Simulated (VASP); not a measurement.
Wanted: the native input for a VASP 6.6.1 run.

```
Task                   : single point
Functional             : BLYP
Potentials or basis    : VASP PAW PBE potentials, release 64 (Os)
Cutoff                 : 520 eV
k mesh                 : 14 × 14 × 14
Occupations            : fermi-dirac, width 0.1 eV
Spin                   : no spin polarisation
Dipole correction      : no
Further INCAR settings : ALGO = Normal; EDIFF = 1e-07; NBANDS = 10
```

The structure of Os lies in POSCAR:

```
Os
1.0
    2.6976510105      0.0000000000      0.0000000000
    0.0000000000      2.6976510105      0.0000000000
    0.0000000000      0.0000000000      2.6976510105
Os
1
Direct
    0.0000000000      0.0000000000      0.0000000000
```

This isn't the form of Os at room conditions, which is hcp.

The input as run:

INCAR

```
PREC = Accurate
ENCUT = 520
EDIFF = 1E-7
ISMEAR = -1
SIGMA = 0.1
LREAL = False
LASPH = True
NELM = 80
ALGO = Normal
ISIF = 2
LWAVE = False
LCHARG = False
GGA = B5
ALDAX = 1.0
AGGAX = 1.0
AGGAC = 1.0
ALDAC = 0.0
NBANDS = 10
```

KPOINTS

```
regular mesh
0
Gamma
  14 14 14
```

Potentials or basis: VASP PAW PBE potentials, release 64 (Os).

Launch:

```console
$ cat potpaw_PBE.64/Os/POTCAR > POTCAR
$ mpirun -np 1 vasp_std > vasp.out
```

It gave:

```json
{
 "Pressure": "-19.0 GPa",
 "Band gap on the k mesh": "zero (bands 4 and 5 overlap by 4.42 eV)"
}
```

Caveat: the cell stands under tension; the PAW data sets were made with another functional, which shifts forces and pressure a little; spin-orbit coupling is left out, which moves the levels of the heavy elements.

Wall time 23 s on 1 thread of Intel Xeon 8259CL (shared host), peak memory 0.14 GiB.
